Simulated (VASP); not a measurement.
A run of VASP 6.6.1 is set up as follows.

The input INCAR:

```
PREC     = Accurate       # precision mode
ENCUT    = 520            # plane-wave cutoff, eV
EDIFF    = 1E-6           # SCF threshold, eV
ISMEAR   = 0              # smearing method
SIGMA    = 0.15           # smearing width, eV
LREAL    = F              # projectors in reciprocal space
LASPH    = T              # aspherical terms in the spheres
NELM     = 60             # most SCF steps
ALGO     = Normal         # electronic algorithm
ISIF     = 2              # what is computed and relaxed
LWAVE    = F              # write WAVECAR
LCHARG   = F              # write CHGCAR
GGA      = PE             # functional
IVDW     = 12             # dispersion correction
NBANDS   = 28             # bands
```

File KPOINTS:

```
regular mesh
0
Gamma
  14 14 12
```

File POSCAR:

```
SnO
1.0
    3.8020000000      0.0000000000      0.0000000000
    0.0000000000      3.8020000000      0.0000000000
    0.0000000000      0.0000000000      4.8360000000
Sn O
2 2
Direct
    0.0000000000      0.5000000000      0.2385000000
    0.5000000000      0.0000000000      0.7615000000
    0.0000000000      0.0000000000      0.0000000000
    0.5000000000      0.5000000000      0.0000000000
```

Potentials or basis: VASP PAW PBE potentials, release 64 (Sn_d, O).

The run is started by

```console
$ cat potpaw_PBE.64/Sn_d/POTCAR potpaw_PBE.64/O/POTCAR > POTCAR
$ mpirun -np 1 vasp_std > vasp.out
```

Problem. What does it give for the pressure?

Solution. 2.3 GPa.

Problem. What does it give for the dispersion energy per atom?

Solution. -0.235 eV.

Problem. Predict the largest force.

Solution. 0.452 eV/Å.

Forces on the atoms (eV/Å):
```
Sn   0.000  0.000  0.452
Sn   0.000  0.000 -0.452
O    0.000  0.000  0.000
O    0.000  0.000  0.000
```
